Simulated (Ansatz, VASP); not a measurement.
**One calculation of Si, two programs**

File INCAR:

```
PREC     = Accurate       # precision mode
ENCUT    = 520            # plane-wave cutoff, eV
EDIFF    = 1E-6           # SCF threshold, eV
ISMEAR   = 0              # smearing method
SIGMA    = 0.03           # smearing width, eV
LREAL    = F              # projectors in reciprocal space
LASPH    = T              # aspherical terms in the spheres
NELM     = 60             # most SCF steps
ALGO     = Normal         # electronic algorithm
ISIF     = 2              # what is computed and relaxed
LWAVE    = F              # write WAVECAR
LCHARG   = F              # write CHGCAR
GGA      = PS             # functional
NBANDS   = 16             # bands
```

The input KPOINTS:

```
regular mesh
0
Gamma
  12 12 12
```

POSCAR

```
Si
1.0
   -3.3636913352      3.3636913352      1.7218735945
    3.3636913352     -3.3636913352      1.7218735945
    3.3636913352      3.3636913352     -1.7218735945
Si
4
Direct
    0.1787304307      0.1787304307      0.3574608614
    0.8212695693      0.8212695693      0.6425391386
    0.1787304307      0.8212695693      0.0000000000
    0.8212695693      0.1787304307      0.0000000000
```

Input for Ansatz:

```yaml
crystal:
  lattice:
    - [-3.3636913352, 3.3636913352, 1.7218735945]
    - [3.3636913352, -3.3636913352, 1.7218735945]
    - [3.3636913352, 3.3636913352, -1.7218735945]
  atoms:
    - { symbol: Si, position: [0.1787304307, 0.1787304307, 0.3574608614] }
    - { symbol: Si, position: [0.8212695693, 0.8212695693, 0.6425391386] }
    - { symbol: Si, position: [0.1787304307, 0.8212695693, 0.0] }
    - { symbol: Si, position: [0.8212695693, 0.1787304307, 0.0] }
basis:
  ecutwfc: 420
kpoints:
  mp_grid: { grid: [12, 12, 12] }
hamiltonian:
  xc: pbesol
  pseudopotentials: { kind: paw, azcp: { folder: soft_1 } }
scf:
  occupations: { method: gaussian, width: 0.03 }
output:
  forces: true
  stress: true
  eigenvalues: true
```

Alike in both runs: task single point; functional PBEsol; k mesh 12 × 12 × 12; occupations gaussian, width 0.03 eV; no spin polarisation.

|  | VASP | Ansatz |
| --- | --- | --- |
| version | VASP 6.6.1 | Ansatz 0.2.0 |
| potentials or method | VASP PAW PBE potentials, release 64 (Si), cutoff 520 eV | scalar-relativistic, plane waves, PAW |
| valence electrons in the cell | 16 | 16 |

```csv
,VASP,Ansatz,Ansatz less VASP
gap on the k mesh at the Fermi level (eV),none,none,-
pressure (GPa),10.6,10.4,-0.15
"traceless stress, the component that is largest in VASP (GPa)",17.71,17.68,-0.030
rms of the force components (eV/Å),1.020,1.015,-0.0053
```

VASP's potentials were made for PBE, not for PBEsol, and Ansatz warns of the same on its side. Atom by atom the forces differ by 0.005 eV/Å (rms over components). A gap of «none» marks a metal or a gap that the smearing closes.
